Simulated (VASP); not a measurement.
# Mg (Fm-3m) in VASP: further runs

The runs below take Mg through single point, relaxation of cell and atoms, with PBE.

All numbers are computed with VASP 6.6.1; they aren't measurements. Logs are shortened: lines on timing, memory, paths and dates and some standing lists are left out, and cuts for length are marked.

## (1) The cell of the first run

Symmetry: Fm-3m, No. 225, cubic system. Conventional cell: a = 4.339 Å, b = 4.339 Å, c = 4.339 Å, α = 90.00°, β = 90.00°, γ = 90.00°. Within 4.0 Å of Mg (site symmetry m-3m) lie 12 Mg at 3.07 Å.

## (2) Single point, PBE (strained)

Input file INCAR:

```
ALGO = Fast ; EDIFF = 1E-6
ENCUT = 520 ; GGA = PE
ISIF = 2 ; ISMEAR = 0
LASPH = T ; LCHARG = T
LELF = T ; LREAL = F
LVHAR = T ; LWAVE = F
NBANDS = 7 ; NELM = 100
PREC = Accurate ; SIGMA = 0.1
```

Input file KPOINTS:

```
k-points
0
Gamma
  16 16 16
```

Input file POSCAR:

```
Mg
1.0
    0.0000000000      2.1693876198      2.1693876198
    2.1693876198      0.0000000000      2.1693876198
    2.1693876198      2.1693876198      0.0000000000
Mg
1
Direct
    0.0000000000      0.0000000000      0.0000000000
```

Potentials or basis: VASP PAW PBE potentials, release 64 (Mg).

The run is started by

```bash
cat potpaw_PBE.64/Mg/POTCAR > POTCAR
mpirun -np 1 vasp_std > vasp.out
```

OUTCAR:

```text
EDIFF = 1E-6
   ENCUT = 520
   GGA = PE
   ISIF = 2
   ISMEAR = 0
   LASPH = T
   LREAL = F
   NELM = 100
   PREC = Accurate

 ion  position               nearest neighbor table
   1  0.000  0.000  0.000-

  LATTYP: Found a face centered cubic cell.
 ALAT       =     4.3387752396

  Lattice vectors:

 A1 = (   0.0000000000,   2.1693876198,   2.1693876198)
 A2 = (   2.1693876198,   0.0000000000,   2.1693876198)
 A3 = (   2.1693876198,   2.1693876198,   0.0000000000)

Analysis of symmetry for initial positions (statically):
=====================================================================
 Subroutine PRICEL returns:
 Original cell was already a primitive cell.

 Routine SETGRP: Setting up the symmetry group for a
 face centered cubic supercell.

 Subroutine GETGRP returns: Found 48 space group operations
 (whereof 48 operations were pure point group operations)
 out of a pool of 48 trial point group operations.

The static configuration has the point symmetry O_h .

Analysis of symmetry for dynamics (positions and initial velocities):
=====================================================================
 Subroutine PRICEL returns:
 Original cell was already a primitive cell.

 Routine SETGRP: Setting up the symmetry group for a
 face centered cubic supercell.

 Subroutine GETGRP returns: Found 48 space group operations
 (whereof 48 operations were pure point group operations)
 out of a pool of 48 trial point group operations.

The dynamic configuration has the point symmetry O_h .

 Subroutine INISYM returns: Found 48 space group operations
 (whereof 48 operations are pure point group operations),
 and found     1 'primitive' translations

----------------------------------------------------------------------------------------

                                     Primitive cell

  volume of cell :      20.4193

  direct lattice vectors                    reciprocal lattice vectors
     0.000000000  2.169387620  2.169387620    -0.230479789  0.230479789  0.230479789
     2.169387620  0.000000000  2.169387620     0.230479789 -0.230479789  0.230479789
     2.169387620  2.169387620  0.000000000     0.230479789  0.230479789 -0.230479789

  length of vectors
     3.067977394  3.067977394  3.067977394     0.399202704  0.399202704  0.399202704

  position of ions in fractional coordinates (direct lattice)
     0.000000000  0.000000000  0.000000000

  ion indices of the primitive-cell ions
   primitive index   ion index
                 1           1

----------------------------------------------------------------------------------------

 KPOINTS: k-points

Automatic generation of k-mesh.
 Grid dimensions read from file:
 generate k-points for:   16   16   16

 Generating k-lattice:

  Cartesian coordinates                     Fractional coordinates (reciprocal lattice)
    -0.014404987  0.014404987  0.014404987     0.062500000  0.000000000  0.000000000
     0.014404987 -0.014404987  0.014404987     0.000000000  0.062500000  0.000000000
     0.014404987  0.014404987 -0.014404987     0.000000000  0.000000000  0.062500000

  Length of vectors
     0.024950169  0.024950169  0.024950169

  Shift w.r.t. Gamma in fractional coordinates (k-lattice)
     0.000000000  0.000000000  0.000000000

 Subroutine IBZKPT returns following result:
 ===========================================

 Found    145 irreducible k-points:

 Following reciprocal coordinates:
            Coordinates               Weight
  0.000000  0.000000  0.000000      1.000000
  0.062500  0.000000  0.000000      8.000000
  0.125000  0.000000  0.000000      8.000000
  0.187500  0.000000  0.000000      8.000000
  0.250000  0.000000  0.000000      8.000000
  0.312500  0.000000  0.000000      8.000000
[... 16 lines left out ...]
 -0.125000  0.062500  0.000000     24.000000
 -0.062500  0.062500  0.000000     12.000000
 [... further k-points ...]
   k-points           NKPTS =    145   k-points in BZ     NKDIM =    145   number of bands    NBANDS=      7
   number of dos      NEDOS =    301   number of ions     NIONS =      1
   total plane-waves  NPLWV =  13824
   dimension x,y,z NGX =    24 NGY =   24 NGZ =   24
   dimension x,y,z NGXF=    48 NGYF=   48 NGZF=   48
   ions per type =               1
   NGX,Y,Z   is equivalent  to a cutoff of  13.00, 13.00, 13.00 a.u.
   NGXF,Y,Z  is equivalent  to a cutoff of  26.01, 26.01, 26.01 a.u.
 SYSTEM =  unknown system
   PREC   = accura    normal or accurate (medium, high low for compatibility)
   ISTART =      0    job   : 0-new  1-cont  2-samecut
   ICHARG =      2    charge: 1-file 2-atom 10-const
   ISPIN  =      1    spin polarized calculation?
   LNONCOLLINEAR =      F non collinear calculations
   LSORBIT =      F    spin-orbit coupling
   LASPH  =      T    aspherical Exc in radial PAW
   ENCUT  =  520.0 eV  38.22 Ry    6.18 a.u.   5.70  5.70  5.70*2*pi/ulx,y,z
   NELM   =    100;   NELMIN=  2; NELMDL= -5     # of ELM steps
   EDIFF  = 0.1E-05   stopping-criterion for ELM
   LREAL  =      F    real-space projection
   EDIFFG = 0.1E-04   stopping-criterion for IOM
   NSW    =      0    number of steps for IOM
   IBRION =     -1    ionic relax: 0-MD 1-quasi-New 2-CG
   NFREE  =      0    steps in history (QN), initial steepest desc. (CG)
   ISIF   =      2    stress and relaxation
   ISYM   =      2    0-nonsym 1-usesym 2-fastsym
   POTIM  = 0.5000    time-step for ionic-motion
   TEBEG  =    0.0;   TEEND  =   0.0 temperature during run
   PSTRESS=    0.0 pullay stress
   NELECT =       2.0000    total number of electrons
   NUPDOWN=      -1.0000    fix difference up-down
   EMIN   =  10.00;   EMAX   =-10.00  energy-range for DOS
   EFERMI =   0.00;   METHOD = LEGACY
   ISMEAR =     0;   SIGMA  =   0.10  broadening in eV -4-tet -1-fermi 0-gaus
   EFERMI_NEDOS =   21; number of points for ismear=-14 and -15
   IALGO  =     68    algorithm
   IMIX   =      4    mixing-type and parameters
     AMIX     =   0.40;   BMIX     =  1.00
     AMIX_MAG =   1.60;   BMIX_MAG =  1.00
  volume/ion in A,a.u.               =      20.42       137.80
  Fermi-wavevector in a.u.,A,eV,Ry     =   0.754636  1.426056  7.748190  0.569476
  Thomas-Fermi vector in A             =   1.852349
   LORBIT       =      0    0 simple, 1 ext, 2 COOP (PROOUT), +10 PAW based schemes
   GGA     = PE    functional components
   LHFCALC =     F    Hartree Fock is set to
   AEXX    =    0.0000 exact exchange contribution
   IVDW    =     0    specifies the selected vdW correction
   LEPSILON=     F    determine dielectric tensor
   LRPA    =     F    only Hartree local field effects (RPA)
 non-spin polarized calculation
 RMM-DIIS sequential band-by-band and
 Gauss-broadening in eV      SIGMA  =   0.10
  energy-cutoff  :      520.00
  volume of cell :       20.42
 maximum number of plane-waves:       568
   NGX = 11   NGY = 11   NGZ = 11

 number of electron       2.0000000 magnetization

 Free energy of the ion-electron system (eV)
  ---------------------------------------------------
  ext. energy  EPLUGINS =         0.00000000
  ---------------------------------------------------
  free energy    TOTEN  =        -1.45217685 eV

  energy without entropy =       -1.44916312  energy(sigma->0) =       -1.45066999

 E-fermi :   3.2499     XC(G=0):  -8.8620

 val. band max:        3.2436576392   @ k =  -0.3750   0.2500   0.0625
 cond. band min:       3.3918179719   @ k =  -0.3125   0.3750   0.1875
 fundamental gap:      0.1481603327
 Fermi energy:         3.2498950488

 k-point     1 :       0.0000    0.0000    0.0000
  band No.  band energies     occupation
      1      -4.1777      2.00000
      2      16.3697      0.00000
      3      16.3697      0.00000
      4      16.3697      0.00000
      5      18.8367      0.00000
      6      18.9507      0.00000
      7      18.9507      0.00000

 k-point     2 :       0.0625    0.0000    0.0000
  band No.  band energies     occupation
      1      -4.0837      2.00000
      2      14.9442      0.00000
      3      16.1989      0.00000
      4      16.1989      0.00000
      5      18.7612      0.00000
      6      19.2736      0.00000
      7      19.2736      0.00000

 k-point     3 :       0.1250    0.0000    0.0000
  band No.  band energies     occupation
      1      -3.8023      2.00000
      2      12.7808      0.00000
      3      15.8515      0.00000
      4      15.8515      0.00000
      5      18.4290      0.00000
      6      20.0664      0.00000
      7      20.0664      0.00000

 k-point     4 :       0.1875    0.0000    0.0000
  band No.  band energies     occupation
      1      -3.3355      2.00000
      2      10.6233      0.00000
      3      15.5176      0.00000
      4      15.5176      0.00000
      5      18.0645      0.00000
      6      19.8954      0.00000
      7      19.8954      0.00000

 k-point     5 :       0.2500    0.0000    0.0000
  band No.  band energies     occupation
      1      -2.6862      2.00000
      2       8.5634      0.00000
      3      15.2711      0.00000
      4      15.2711      0.00000
      5      17.7725      0.00000
      6      18.8592      0.00000
      7      18.8592      0.00000
[... 161 lines left out ...]
 k-point    22 :      -0.1875    0.0625    0.0000
  band No.  band energies     occupation
      1      -3.0566      2.00000
      2       9.9685      0.00000
      3      13.7579      0.00000
      4      16.4884      0.00000
      5      18.4873      0.00000
      6      18.6492      0.00000
      7      19.8243      0.00000

 k-point    23 :      -0.1250    0.0625    0.0000
  band No.  band energies     occupation
      1      -3.5841      2.00000
      2      12.0452      0.00000
      3      14.1793      0.00000
      4      16.6650      0.00000
      5      18.9763      0.00000
      6      19.3419      0.00000
      7      19.9603      0.00000

 k-point    24 :      -0.0625    0.0625    0.0000
  band No.  band energies     occupation
      1      -3.9273      2.00000
      2      13.9459      0.00000
      3      14.9250      0.00000
      4      16.6134      0.00000
      5      19.0885      0.00000
      6      19.1114      0.00000
      7      19.7465      0.00000

 [... further k-points ...]
[... 5 lines left out ...]
  --------------------------------------------------------------------------------------
  -------------------------------------------------------------------------------------
  Total        0.7011603      0.7011603      0.7011603     -0.0000000      0.0000000      0.0000000
  in kB       55.0156700     55.0156700     55.0156700     -0.0000000      0.0000000      0.0000000
  external PRESSURE =      55.0156700 kB  Pullay stress =       0.0000000 kB

 VOLUME and BASIS-vectors are now :
 -----------------------------------------------------------------------------
  energy-cutoff  :      520.00
  volume of cell :       20.42
      direct lattice vectors                 reciprocal lattice vectors
     0.000000000  2.169387620  2.169387620    -0.230479789  0.230479789  0.230479789
     2.169387620  0.000000000  2.169387620     0.230479789 -0.230479789  0.230479789
     2.169387620  2.169387620  0.000000000     0.230479789  0.230479789 -0.230479789

 POSITION                                       TOTAL-FORCE (eV/Angst)
 -----------------------------------------------------------------------------------
      0.00000      0.00000      0.00000         0.000000      0.000000      0.000000
 -----------------------------------------------------------------------------------
    total drift:                               -0.000000      0.000000      0.000000

  FREE ENERGIE OF THE ION-ELECTRON SYSTEM (eV)
  ---------------------------------------------------
  free  energy   TOTEN  =        -1.4521768549 eV

  energy  without entropy=       -1.4491631199  energy(sigma->0) =       -1.45066999
```

Wall time 4.6 s (1 thread of Intel Xeon 6975P-C (Granite Rapids), shared host); peak memory 0.15 GiB.

Results:

```yaml
Free_energy: -1.4522 eV
Pressure: 5.5 GPa
Band_gap_on_the_k_mesh: zero (band 1 reaches 4.78 eV, above the bottom of band 2 at 1.98 eV)
```

Levels at points of the mesh, in eV from the Fermi level:
| k point | band 1 | band 2 | band 3 | band 4 | band 5 |
| --- | --- | --- | --- | --- | --- |
| (0.00, 0.00, 0.00) | -7.43 | 13.12 | 13.12 | 13.12 | 15.59 |
| (0.50, 0.00, 0.00) | -1.89 | -1.27 | 11.93 | 11.93 | 13.33 |
| (0.50, 0.50, 0.00) | -0.24 | 0.87 | 6.32 | 7.60 | 7.60 |

Caveat: the cell differs from its parent crystal (strained).

## (3) Single point, PBE

This run uses another cell than the first one, of 23.12 Å³/atom, 1.132 times its volume.

Input file INCAR:

```
PREC = Accurate
ENCUT = 520
EDIFF = 1E-6
ISMEAR = 0
SIGMA = 0.1
LREAL = F
LASPH = T
NELM = 100
ALGO = Normal
ISIF = 2
LWAVE = F
LCHARG = F
GGA = PE
NBANDS = 7
```

Input file KPOINTS:

```
Automatic mesh
0
Gamma
  16 16 16
```

Input file POSCAR:

```
Mg
1.0
    0.0000000000      2.2610966345      2.2610966345
    2.2610966345      0.0000000000      2.2610966345
    2.2610966345      2.2610966345      0.0000000000
Mg
1
Direct
    0.0000000000      0.0000000000      0.0000000000
```

Potentials or basis: VASP PAW PBE potentials, release 64 (Mg).

The run is started by

```bash
cat potpaw_PBE.64/Mg/POTCAR > POTCAR
mpirun -np 1 vasp_std > vasp.out
```

Wall time 9.5 s (1 thread of Intel Xeon Platinum 8259CL at 2.50GHz (Skylake/Cascade Lake), shared host); peak memory 0.15 GiB.

The run converged. Its results:

- Free energy: -1.4930 eV
- Pressure: -0.1 GPa
- Band gap on the k mesh: zero (band 1 reaches 4.03 eV, above the bottom of band 2 at 1.30 eV)

Levels at points of the mesh, in eV from the Fermi level:
| k point | band 1 | band 2 | band 3 | band 4 | band 5 | band 6 |
| --- | --- | --- | --- | --- | --- | --- |
| (0.00, 0.00, 0.00) | -6.88 | 12.33 | 12.33 | 12.33 | 14.22 | 14.22 |
| (0.50, 0.00, 0.00) | -1.68 | -1.28 | 11.24 | 11.24 | 12.03 | 12.03 |
| (0.50, 0.50, 0.00) | -0.21 | 0.80 | 6.09 | 6.92 | 6.92 | 9.73 |

## (4) Relaxation of cell and atoms, PBE

This run uses another cell than the first one, of 22.61 Å³/atom, 1.107 times its volume.

Input file INCAR:

```
ALGO = Normal
EDIFF = 1E-6
EDIFFG = -0.005
ENCUT = 600
GGA = PE
IBRION = 2
ISIF = 3
ISMEAR = 0
LASPH = T
LCHARG = F
LREAL = F
LWAVE = F
NELM = 100
NSW = 100
PREC = Accurate
SIGMA = 0.1
```

Input file KPOINTS:

```
k-points
0
Gamma
  16 16 16
```

Input file POSCAR:

```
Mg
1.0
    0.0000000000      2.2442560000      2.2442560000
    2.2442560000      0.0000000000      2.2442560000
    2.2442560000      2.2442560000      0.0000000000
Mg
1
Direct
    0.0000000000      0.0000000000      0.0000000000
```

The run is started by

```bash
cat potpaw_PBE.64/Mg/POTCAR > POTCAR
mpirun -np 1 vasp_std > vasp.out
```

It took 27 s on 1 thread of Intel Xeon Platinum 8259CL at 2.50GHz (Skylake/Cascade Lake), shared host; peak memory 0.18 GiB.

It converged, with:

| Property | Result |
| --- | --- |
| Free energy | -1.4930 eV |
| Relaxed volume | 23.05 Å³/atom |
| Relaxed cell | a = 3.194 Å, b = 3.194 Å, c = 3.194 Å, α = 60.00°, β = 60.00°, γ = 60.00° |
| Space group after relaxing (to 0.05 Å) | Fm-3m (No. 225) |
| Energy gained by relaxing | 1.0 meV/atom |
| Ionic steps | 3 |
| Pressure after relaxing | 0.0 GPa |
| Band gap on the k mesh | zero (band 1 reaches 4.04 eV, above the bottom of band 2 at 1.31 eV) |

The path:
```tsv
step	energy change (eV)	largest force (eV/Å)	pressure (GPa)	volume (Å³)
1	0.0000	0.0000	0.71	22.61
2	-0.0009	0.0000	0.17	22.94
3	-0.0010	0.0000	-0.01	23.05
```

Final structure:
```yaml
crystal:
  lattice:
    - [0.00000, 2.25883, 2.25883]
    - [2.25883, 0.00000, 2.25883]
    - [2.25883, 2.25883, 0.00000]
  atoms:
    - { symbol: Mg, position: [0.00000, 0.00000, 0.00000] }
```

Levels at points of the mesh, in eV from the Fermi level:
```
           k point  band 1  band 2  band 3  band 4
(0.00, 0.00, 0.00)   -6.89   12.34   12.34   12.34
(0.50, 0.00, 0.00)   -1.69   -1.27   11.26   11.26
(0.50, 0.50, 0.00)   -0.21    0.81    6.10    6.94
```

[end of part 1 of 2]
